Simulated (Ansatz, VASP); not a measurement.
Two plane-wave programs on LiH

```xyz
4
Lattice="3.0947 0.0000 0.0000 -1.5473 2.6801 0.0000 0.0000 0.0000 4.1441" Properties=species:S:1:pos:R:3 pbc="T T T"
Li    0.0000    1.7867   -0.2590
Li    1.5473    0.8934    1.8130
H     0.0000    1.7867    1.8130
H     1.5473    0.8934    3.8851
```

Change from the starting cell: epitaxial_xy strain -5.0%.

Alike in both runs: task single point; functional r2SCAN; k mesh 12 × 12 × 6; no spin polarisation.

|  | VASP | Ansatz |
| --- | --- | --- |
| version | VASP 6.6.1 | Ansatz 0.2.0 |
| potentials or method | VASP PAW PBE potentials, release 64 (Li_sv, H) | plane waves, PAW |
| plane-wave cutoff (eV) | 520 | 500 |
| occupations | gaussian, width 0.01 eV | fixed |
| valence electrons in the cell | 8 | 8 |

|  | VASP | Ansatz | Ansatz less VASP |
| --- | --- | --- | --- |
| gap on the k mesh at the Fermi level (eV) | 2.71 | 2.76 | +0.048 |

VASP's potentials were made for PBE, not for r2SCAN.

Noted on VASP's run: the cutoff is short for stress, so the pressure is rough.
